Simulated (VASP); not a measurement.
## CoPtO2: single point with PBEsol

Crystal: CoPtO2.

```
Pt Co O
1.0
     1.42162    0.82077    5.97872
    -1.42162    0.82077    5.97872
     0.00000   -1.64155    5.97872
Pt Co O
1 1 2
Direct
  0.00000 0.00000 0.00000
  0.50000 0.50000 0.50000
  0.11224 0.11224 0.11224
  0.88776 0.88776 0.88776
```

```yaml
Program: VASP 6.6.1
Task: single point
Functional: PBEsol
Potentials_or_basis: VASP PAW PBE potentials, release 64 (Pt, Co, O)
Cutoff: 520 eV
k_mesh: 11 × 11 × 11
Occupations: fermi-dirac, width 0.05 eV
Spin: collinear spin, ferromagnetic start
Starting_moments: "[0.0, 2.0, 0.0, 0.0] μB"
```

| Item | Value |
| --- | --- |
| Pressure | -9.4 GPa |
| Largest force | 0.030 eV/Å |
| Net moment | 0.00 μB per cell |
| Valence electrons inside the program's atomic spheres | Pt 9.17; Co 8.42; O 4.97 |

Forces on the atoms (eV/Å):
```
Pt   0.000  0.000  0.000
Co   0.000  0.000  0.000
O    0.000  0.000  0.030
O    0.000  0.000 -0.030
```

Stress tensor (GPa, compression positive):
```
 -8.31   0.00   0.00
  0.00  -8.31   0.00
  0.00   0.00 -11.56
```

Levels at points of the mesh, in eV from the Fermi level:
Spin up:
```
           k point  band 14  band 15  band 16  band 17  band 18  band 19
(0.00, 0.00, 0.00)    -1.58    -1.58    -1.45     1.79     1.79     2.60
```
Spin down:
```csv
k point,band 14,band 15,band 16,band 17,band 18,band 19
"(0.00, 0.00, 0.00)",-1.58,-1.58,-1.45,1.79,1.79,2.60
```

Run time: 29 min on 1 thread of Intel(R) Xeon(R) 6975P-C (Granite Rapids), with other jobs on the host, peak memory 0.6 GiB.

Caveat: the cell stands under tension; the moments typed at the start vanished in this run; the PAW data sets were made with another functional, which shifts forces and pressure a little; spin-orbit coupling is left out, which moves the levels of the heavy elements; semilocal functionals often make such compounds metallic where correlation or magnetic order opens a gap, which also shifts bond lengths. With open d or f shells a metallic result of PBEsol can be an artefact of self-interaction; +U or a hybrid may open a gap.
